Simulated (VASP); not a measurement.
# Cu (Immm) in VASP: single point with PBEsol

Aim: the single point of Cu with PBEsol.

All numbers are computed with VASP 6.6.1; they aren't measurements. Logs are shortened: lines on timing, memory, paths and dates and some standing lists are left out, and cuts for length are marked.

## (1) The cell of the first run

The structure is orthorhombic, space group Immm (No. 71). The conventional cell has a = 2.343 Å, b = 2.696 Å, c = 3.563 Å, α = 90.00°, β = 90.00°, γ = 90.00°. Within 3.1 Å of Cu (site symmetry mmm) lie 12 Cu at 2.34 to 2.70 Å.

## (2) Single point, PBEsol (engineering shear strain xy -0.1400, strain +e along x and -e along y +0.0000)

Input file INCAR:

```
ALGO = Fast
EDIFF = 1E-6
ENCUT = 520
GGA = PS
ISIF = 2
ISMEAR = 0
LASPH = True
LCHARG = True
LELF = True
LREAL = False
LVHAR = True
LWAVE = False
NBANDS = 12
NELM = 60
PREC = Accurate
SIGMA = 0.15
```

Input file KPOINTS:

```
k-points
0
Gamma
  22 22 22
```

Input file POSCAR:

```
Cu
1.0
   -0.1247149552      1.7816422171      1.7816422171
    1.7816422171     -0.1247149552      1.7816422171
    1.6569272619      1.6569272619      0.0000000000
Cu
1
Direct
    0.0000000000      0.0000000000      0.0000000000
```

Potentials or basis: VASP PAW PBE potentials, release 64 (Cu).

On the command line:

```console
cat potpaw_PBE.64/Cu/POTCAR > POTCAR
mpirun -np 1 vasp_std > vasp.out
```

OUTCAR:

```text
EDIFF = 1E-6
   ENCUT = 520
   GGA = PS
   ISIF = 2
   ISMEAR = 0
   LASPH = True
   LREAL = False
   NELM = 60
   PREC = Accurate

 ion  position               nearest neighbor table
   1  0.000  0.000  0.000-

  LATTYP: Found a body centered orthorhombic cell.
 ALAT       =     2.3432490056
 B/A-ratio  =     1.1505376344
 C/A-ratio  =     1.5206597445

  Lattice vectors:

 A1 = (   0.1247149552,  -1.7816422171,  -1.7816422171)
 A2 = (  -0.1247149552,   1.7816422171,  -1.7816422171)
 A3 = (   1.7816422171,  -0.1247149552,   1.7816422171)

Analysis of symmetry for initial positions (statically):
=====================================================================
 Subroutine PRICEL returns:
 Original cell was already a primitive cell.

 Routine SETGRP: Setting up the symmetry group for a
 body centered orthorhombic supercell.

 Subroutine GETGRP returns: Found  8 space group operations
 (whereof  8 operations were pure point group operations)
 out of a pool of  8 trial point group operations.

The static configuration has the point symmetry D_2h.

Analysis of symmetry for dynamics (positions and initial velocities):
=====================================================================
 Subroutine PRICEL returns:
 Original cell was already a primitive cell.

 Routine SETGRP: Setting up the symmetry group for a
 body centered orthorhombic supercell.

 Subroutine GETGRP returns: Found  8 space group operations
 (whereof  8 operations were pure point group operations)
 out of a pool of  8 trial point group operations.

The dynamic configuration has the point symmetry D_2h.

 Subroutine INISYM returns: Found  8 space group operations
 (whereof  8 operations are pure point group operations),
 and found     1 'primitive' translations

----------------------------------------------------------------------------------------

                                     Primitive cell

  volume of cell :      11.2553

  direct lattice vectors                    reciprocal lattice vectors
    -0.124714955  1.781642217  1.781642217    -0.262280336  0.262280336  0.280639960
     1.781642217 -0.124714955  1.781642217     0.262280336 -0.262280336  0.280639960
     1.656927262  1.656927262  0.000000000     0.301763398  0.301763398 -0.280639960

  length of vectors
     2.522707236  2.522707236  2.343249006     0.465124431  0.465124431  0.510765194

  position of ions in fractional coordinates (direct lattice)
     0.000000000  0.000000000  0.000000000

  ion indices of the primitive-cell ions
   primitive index   ion index
                 1           1

----------------------------------------------------------------------------------------

 KPOINTS: k-points

Automatic generation of k-mesh.
 Grid dimensions read from file:
 generate k-points for:   22   22   22

 Generating k-lattice:

  Cartesian coordinates                     Fractional coordinates (reciprocal lattice)
    -0.011921833  0.011921833  0.012756362     0.045454545 -0.000000000  0.000000000
     0.011921833 -0.011921833  0.012756362    -0.000000000  0.045454545  0.000000000
     0.013716518  0.013716518 -0.012756362    -0.000000000 -0.000000000  0.045454545

  Length of vectors
     0.021142020  0.021142020  0.023216600

  Shift w.r.t. Gamma in fractional coordinates (k-lattice)
     0.000000000  0.000000000  0.000000000

 Subroutine IBZKPT returns following result:
 ===========================================

 Found   1530 irreducible k-points:

 Following reciprocal coordinates:
            Coordinates               Weight
  0.000000  0.000000  0.000000      1.000000
  0.045455  0.000000  0.000000      4.000000
  0.090909  0.000000  0.000000      4.000000
  0.136364  0.000000  0.000000      4.000000
  0.181818  0.000000  0.000000      4.000000
  0.227273  0.000000  0.000000      4.000000
[... 16 lines left out ...]
  0.500000  0.045455  0.000000      4.000000
 -0.454545  0.045455  0.000000      4.000000
 [... further k-points ...]
   k-points           NKPTS =   1530   k-points in BZ     NKDIM =   1530   number of bands    NBANDS=     12
   number of dos      NEDOS =    301   number of ions     NIONS =      1
   total plane-waves  NPLWV =   7200
   dimension x,y,z NGX =    20 NGY =   20 NGZ =   18
   dimension x,y,z NGXF=    40 NGYF=   40 NGZF=   36
   ions per type =               1
   NGX,Y,Z   is equivalent  to a cutoff of  13.18, 13.18, 12.77 a.u.
   NGXF,Y,Z  is equivalent  to a cutoff of  26.36, 26.36, 25.54 a.u.
 SYSTEM =  unknown system
   PREC   = accura    normal or accurate (medium, high low for compatibility)
   ISTART =      0    job   : 0-new  1-cont  2-samecut
   ICHARG =      2    charge: 1-file 2-atom 10-const
   ISPIN  =      1    spin polarized calculation?
   LNONCOLLINEAR =      F non collinear calculations
   LSORBIT =      F    spin-orbit coupling
   LASPH  =      T    aspherical Exc in radial PAW
   ENCUT  =  520.0 eV  38.22 Ry    6.18 a.u.   4.69  4.69  4.36*2*pi/ulx,y,z
   NELM   =     60;   NELMIN=  2; NELMDL= -5     # of ELM steps
   EDIFF  = 0.1E-05   stopping-criterion for ELM
   LREAL  =      F    real-space projection
   EDIFFG = 0.1E-04   stopping-criterion for IOM
   NSW    =      0    number of steps for IOM
   IBRION =     -1    ionic relax: 0-MD 1-quasi-New 2-CG
   NFREE  =      0    steps in history (QN), initial steepest desc. (CG)
   ISIF   =      2    stress and relaxation
   ISYM   =      2    0-nonsym 1-usesym 2-fastsym
   POTIM  = 0.5000    time-step for ionic-motion
   TEBEG  =    0.0;   TEEND  =   0.0 temperature during run
   PSTRESS=    0.0 pullay stress
   NELECT =      11.0000    total number of electrons
   NUPDOWN=      -1.0000    fix difference up-down
   EMIN   =  10.00;   EMAX   =-10.00  energy-range for DOS
   EFERMI =   0.00;   METHOD = LEGACY
   ISMEAR =     0;   SIGMA  =   0.15  broadening in eV -4-tet -1-fermi 0-gaus
   EFERMI_NEDOS =   21; number of points for ismear=-14 and -15
   IALGO  =     68    algorithm
   IMIX   =      4    mixing-type and parameters
     AMIX     =   0.40;   BMIX     =  1.00
     AMIX_MAG =   1.60;   BMIX_MAG =  1.00
  volume/ion in A,a.u.               =      11.26        75.95
  Fermi-wavevector in a.u.,A,eV,Ry     =   1.624624  3.070095 35.911281  2.639405
  Thomas-Fermi vector in A             =   2.717881
   LORBIT       =      0    0 simple, 1 ext, 2 COOP (PROOUT), +10 PAW based schemes
   GGA     = PS    functional components
   LHFCALC =     F    Hartree Fock is set to
   AEXX    =    0.0000 exact exchange contribution
   IVDW    =     0    specifies the selected vdW correction
   LEPSILON=     F    determine dielectric tensor
   LRPA    =     F    only Hartree local field effects (RPA)
 non-spin polarized calculation
 RMM-DIIS sequential band-by-band and
 Gauss-broadening in eV      SIGMA  =   0.15
  energy-cutoff  :      520.00
  volume of cell :       11.26
 maximum number of plane-waves:       314
   NGX =  9   NGY =  9   NGZ =  9

 number of electron      11.0000004 magnetization

 Free energy of the ion-electron system (eV)
  ---------------------------------------------------
  ext. energy  EPLUGINS =         0.00000000
  ---------------------------------------------------
  free energy    TOTEN  =        -4.24200812 eV

  energy without entropy =       -4.23923500  energy(sigma->0) =       -4.24062156

 E-fermi :   8.0125     XC(G=0): -13.1816

 val. band max:        8.0086105548   @ k =  -0.4545   0.1364   0.0000
 cond. band min:       8.0154900717   @ k =   0.4545   0.4545   0.2273
 fundamental gap:      0.0068795169
 Fermi energy:         8.0125146216

 k-point     1 :       0.0000    0.0000    0.0000
  band No.  band energies     occupation
      1      -1.7484      2.00000
      2       4.4510      2.00000
      3       4.5650      2.00000
      4       5.2441      2.00000
      5       5.7948      2.00000
      6       5.8236      2.00000
      7      29.4185      0.00000
      8      30.6481      0.00000
      9      33.7366      0.00000
     10      35.4677      0.00000
     11      35.7831      0.00000
     12      37.7393      0.00000

 k-point     2 :       0.0455    0.0000    0.0000
  band No.  band energies     occupation
      1      -1.6778      2.00000
      2       4.4513      2.00000
      3       4.5602      2.00000
      4       5.2556      2.00000
      5       5.7942      2.00000
      6       5.8195      2.00000
      7      28.6906      0.00000
      8      30.2110      0.00000
      9      34.1308      0.00000
     10      35.7962      0.00000
     11      36.2813      0.00000
     12      37.4029      0.00000

 k-point     3 :       0.0909    0.0000    0.0000
  band No.  band energies     occupation
      1      -1.4674      2.00000
      2       4.4426      2.00000
      3       4.5555      2.00000
      4       5.2862      2.00000
      5       5.7956      2.00000
      6       5.8095      2.00000
      7      26.7497      0.00000
      8      30.0009      0.00000
      9      34.3606      0.00000
     10      35.8982      0.00000
     11      36.7755      0.00000
     12      38.1471      0.00000
[... 286 lines left out ...]
 k-point    23 :       0.5000    0.0455    0.0000
  band No.  band energies     occupation
      1       2.4863      2.00000
      2       4.4371      2.00000
      3       5.2404      2.00000
      4       5.6421      2.00000
      5       6.4267      2.00000
      6       6.7202      2.00000
      7      11.1304      0.00000
      8      28.4647      0.00000
      9      32.5672      0.00000
     10      33.0447      0.00000
     11      34.7039      0.00000
     12      37.0220      0.00000

 k-point    24 :      -0.4545    0.0455    0.0000
  band No.  band energies     occupation
      1       2.4580      2.00000
      2       4.4302      2.00000
      3       5.2418      2.00000
      4       5.6450      2.00000
      5       6.4018      2.00000
      6       6.5876      2.00000
      7      11.3717      0.00000
      8      28.0590      0.00000
      9      32.6006      0.00000
     10      33.4142      0.00000
     11      35.1520      0.00000
     12      36.7565      0.00000

 [... further k-points ...]
[... 5 lines left out ...]
  --------------------------------------------------------------------------------------
  -------------------------------------------------------------------------------------
  Total        0.5036052      0.5036052      0.0522704      1.0000908      0.0000000      0.0000000
  in kB       71.6873623     71.6873623      7.4406008    142.3612535      0.0000000      0.0000000
  external PRESSURE =      50.2717751 kB  Pullay stress =       0.0000000 kB

 VOLUME and BASIS-vectors are now :
 -----------------------------------------------------------------------------
  energy-cutoff  :      520.00
  volume of cell :       11.26
      direct lattice vectors                 reciprocal lattice vectors
    -0.124714955  1.781642217  1.781642217    -0.262280336  0.262280336  0.280639960
     1.781642217 -0.124714955  1.781642217     0.262280336 -0.262280336  0.280639960
     1.656927262  1.656927262  0.000000000     0.301763398  0.301763398 -0.280639960

 POSITION                                       TOTAL-FORCE (eV/Angst)
 -----------------------------------------------------------------------------------
      0.00000      0.00000      0.00000         0.000000      0.000000     -0.000000
 -----------------------------------------------------------------------------------
    total drift:                               -0.000000     -0.000000     -0.000000

  FREE ENERGIE OF THE ION-ELECTRON SYSTEM (eV)
  ---------------------------------------------------
  free  energy   TOTEN  =        -4.2420081220 eV

  energy  without entropy=       -4.2392350045  energy(sigma->0) =       -4.24062156
```

Wall time 2.2 min (1 thread of AMD EPYC 9R45 (Zen 5), shared host); peak memory 0.26 GiB.

Results:

- Free energy: -4.2420 eV
- Pressure: 5.0 GPa
- Band gap on the k mesh: zero (an odd number of electrons rules out a gap without spin polarisation)

Stress tensor (GPa, compression positive):
```
 7.17 14.24  0.00
14.24  7.17  0.00
 0.00  0.00  0.74
```

Caveat: the cell differs from its parent crystal (engineering shear strain xy -0.1400, strain +e along x and -e along y +0.0000); the stress differs along the axes, from 1 to 7 GPa; the PAW data sets were made with another functional, which shifts forces and pressure a little.
